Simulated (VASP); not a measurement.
Write the native input for VASP 6.6.1 that does the following.

| Item | Value |
| --- | --- |
| Task | single point |
| Functional | LDA |
| Potentials or basis | VASP PAW LDA potentials, release 64 (P) |
| Cutoff | 520 eV |
| k mesh | 14 × 14 × 14 |
| Occupations | fermi-dirac, width 0.1 eV |
| Spin | no spin polarisation |
| Dipole correction | no |
| Further INCAR settings | ALGO = Normal; EDIFF = 1e-06; NBANDS = 8 |

The structure of P lies in POSCAR:

```
P
1.0
   -1.5034118968      1.5034118968      1.5034118968
    1.5034118968     -1.5034118968      1.5034118968
    1.5034118968      1.5034118968     -1.5034118968
P
1
Direct
    0.0000000000      0.0000000000      0.0000000000
```

This isn't the form of P at room conditions, which is orthorhombic.

One way to write it, as run:

INCAR

```
SYSTEM = P
  PREC = Accurate
  ENCUT = 520
  EDIFF = 1E-6
  ISMEAR = -1
  SIGMA = 0.1
  LREAL = .FALSE.
  LASPH = .TRUE.
  NELM = 100
  ALGO = Normal
  ISIF = 2
  LWAVE = .FALSE.
  LCHARG = .FALSE.
  GGA = CA
  NBANDS = 8
```

KPOINTS

```
Automatic mesh
0
G
  14 14 14
  0 0 0
```

Potentials or basis: VASP PAW LDA potentials, release 64 (P).

Run with:

```sh
$ cat potpaw_LDA.64/P/POTCAR > POTCAR
$ mpirun -np 1 vasp_std > vasp.out
```

Results of the run:

```json
{
 "Pressure": "-0.1 GPa",
 "Band gap on the k mesh": "zero (an odd number of electrons rules out a gap without spin polarisation)"
}
```

It took 3.7 s on 1 thread of AMD EPYC 9R45 96-Core Processor (Zen 5), with other jobs on the host, peak memory 0.08 GiB.
